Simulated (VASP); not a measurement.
KCl (vib), 2 atoms in the cell. The structure is cubic, space group Fm-3m (No. 225). Conventional cell: a = 6.268 Å, b = 6.268 Å, c = 6.268 Å, α = 90.00°, β = 90.00°, γ = 90.00°. Within 4.1 Å of K (site symmetry m-3m) lie 6 Cl at 3.13 Å. Cl (site symmetry m-3m) has 6 K at 3.13 Å within 4.1 Å. 

* Program: VASP 6.6.1
* Task: relaxation of cell and atoms
* Functional: LDA
* Potentials or basis: VASP PAW LDA potentials, release 64 (K_sv, Cl)
* Cutoff: 500 eV
* k mesh: 6 × 6 × 6
* Occupations: gaussian, width 0.02 eV
* Spin: no spin polarisation
* Dipole correction: no
* Further INCAR settings: ALGO = Normal; EDIFF = 1e-07; IBRION = 2; EDIFFG = -0.002; NSW = 100; ISIF = 3

Potentials or basis: VASP PAW LDA potentials, release 64 (K_sv, Cl).

Run with:

```console
$ cat potpaw_LDA.64/K_sv/POTCAR potpaw_LDA.64/Cl/POTCAR > POTCAR
$ mpirun -np 1 vasp_std > vasp.out
```

Hardware: 1 thread of Intel Xeon 8259CL (shared host).

**Question.** How long does it take, and how much memory?

**Answer.** Run time: 48 s on 1 thread of Intel Xeon 8259CL (shared host), peak memory 0.16 GiB. Counts: scf iterations 38, k points 16, ion steps 4.
